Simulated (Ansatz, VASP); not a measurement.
## KAl3: VASP beside Ansatz

File INCAR:

```
SYSTEM = KAl3
PREC     = Accurate       ! precision mode
ENCUT    = 600            ! plane-wave cutoff, eV
EDIFF    = 1E-6           ! SCF threshold, eV
ISMEAR   = 0              ! smearing method
SIGMA    = 0.1            ! smearing width, eV
LREAL    = .FALSE.        ! projectors in reciprocal space
LASPH    = .TRUE.         ! aspherical terms in the spheres
NELM     = 100            ! most SCF steps
ALGO     = Normal         ! electronic algorithm
ISIF     = 3              ! what is computed and relaxed
LWAVE    = .FALSE.        ! write WAVECAR
LCHARG   = .FALSE.        ! write CHGCAR
GGA      = PE             ! functional
IBRION   = 2              ! ionic algorithm
NSW      = 100            ! ionic steps
EDIFFG   = -0.01          ! ionic threshold
```

The input KPOINTS:

```
Automatic mesh
0
G
  10 10 10
  0 0 0
```

The input POSCAR:

```
KAl3
1.0
    4.5221211071      0.0000000000      0.0000000000
    0.0000000000      4.5221211071      0.0000000000
    0.0000000000      0.0000000000      4.5221211071
K Al
1 3
Direct
    0.0000000000      0.0000000000      0.0000000000
    0.0000000000      0.5000000000      0.5000000000
    0.5000000000      0.0000000000      0.5000000000
    0.5000000000      0.5000000000      0.0000000000
```

Input for Ansatz:

```yaml
crystal:
  lattice:
    - [4.5221211071, 0.0, 0.0]
    - [0.0, 4.5221211071, 0.0]
    - [0.0, 0.0, 4.5221211071]
  atoms:
    - { symbol: K, position: [0.0, 0.0, 0.0] }
    - { symbol: Al, position: [0.0, 0.5, 0.5] }
    - { symbol: Al, position: [0.5, 0.0, 0.5] }
    - { symbol: Al, position: [0.5, 0.5, 0.0] }
basis:
  ecutwfc: 420
kpoints:
  mp_grid: { grid: [10, 10, 10] }
hamiltonian:
  xc: pbe
scf:
  occupations: { method: gaussian, width: 0.1 }
output:
  forces: true
  stress: true
  eigenvalues: true
relax:
  adjacent_minimum: "off"
  f_tol: 0.01
  max_steps: 80
  cell: { stress_tol: 0.05 }
```

Alike in both runs: task relaxation of cell and atoms; functional PBE; k mesh 10 × 10 × 10; occupations gaussian, width 0.1 eV; no spin polarisation.

|  | VASP | Ansatz |
| --- | --- | --- |
| version | VASP 6.6.1 | Ansatz 0.2.0 |
| potentials or method | VASP PAW PBE potentials, release 64 (K_sv, Al), cutoff 600 eV | scalar-relativistic, plane waves, PAW |
| valence electrons in the cell | 18 | 18 |

```csv
,VASP,Ansatz,Ansatz less VASP
"gap on the k mesh at the Fermi level, each at its own relaxed structure (eV)",none,none,-
relaxed volume (Å³/atom),23.12,23.06,-0.058
relaxed length of the cell vector where the two differ most in proportion (Å),4.522,4.518,-0.0038
```

A gap of «none» marks a metal or a gap that the smearing closes.

Noted on VASP's run: the relaxation stopped at its first step, so nothing moved.
